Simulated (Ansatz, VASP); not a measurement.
InSb: VASP beside Ansatz

INCAR

```
SYSTEM = InSb
  ALGO = Normal
  EDIFF = 1E-6
  ENCUT = 520
  GGA = PS
  GGA_COMPAT = .False.
  ISIF = 2
  ISMEAR = 0
  LASPH = .True.
  LCHARG = .False.
  LORBIT = 11
  LORBMOM = .True.
  LREAL = .False.
  LSORBIT = .True.
  LWAVE = .False.
  MAGMOM = 0 0 0 0 0 0
  NBANDS = 30
  NELM = 150
  PREC = Accurate
  SIGMA = 0.1
```

Contents of KPOINTS:

```
k-points
0
Gamma
  12 12 12
  0 0 0
```

The input POSCAR:

```
InSb
1.0
    0.0000000000      3.2599290576      3.2599290576
    3.2599290576      0.0000000000      3.2599290576
    3.2599290576      3.2599290576      0.0000000000
In Sb
1 1
Direct
    0.0000000000      0.0000000000      0.0000000000
    0.2500000000      0.2500000000      0.2500000000
```

Input for Ansatz:

```yaml
crystal:
  lattice:
    - [0.0, 3.2599290576, 3.2599290576]
    - [3.2599290576, 0.0, 3.2599290576]
    - [3.2599290576, 3.2599290576, 0.0]
  atoms:
    - { symbol: In, position: [0.0, 0.0, 0.0] }
    - { symbol: Sb, position: [0.25, 0.25, 0.25] }
basis:
  ecutwfc: 420
kpoints:
  mp_grid: { grid: [12, 12, 12] }
  band_path:
    path:
      - [0.0, 0.0, 0.0]
      - [-0.5, -0.5, 0.0]
      - [-0.375, -0.375, 0.25]
      - [-0.375, 0.0, 0.375]
      - [0.0, 0.0, 0.5]
      - [-0.5, -0.25, 0.25]
    npoints: 1
hamiltonian:
  xc: pbesol
scf:
  occupations: { method: gaussian, width: 0.1 }
  n_extra_bands: 8
output:
  eigenvalues: true
  write_density: true
  write_potential: true
  elf: true
  volumetric_format: npy
magnetization:
  noncollinear: true
  spin_orbit: true
```

Alike in both runs: task single point; functional PBEsol; k mesh 12 × 12 × 12; occupations gaussian, width 0.1 eV; non-collinear spin, spin-orbit coupling.

|  | VASP | Ansatz |
| --- | --- | --- |
| version | VASP 6.6.1 | Ansatz 0.2.0 |
| potentials or method | VASP PAW PBE potentials, release 64 (In_d, Sb), cutoff 520 eV | plane waves, PAW |
| valence electrons in the cell | 18 | 28 |

|  | VASP | Ansatz | Ansatz less VASP |
| --- | --- | --- | --- |
| net moment per atom (μB) | 0.00 | 0.00 | 0.000 |

VASP's potentials were made for PBE, not for PBEsol. VASP's potentials hold 18 valence electrons a cell and Ansatz's 28, so a difference there can come from the potentials and not from the codes.
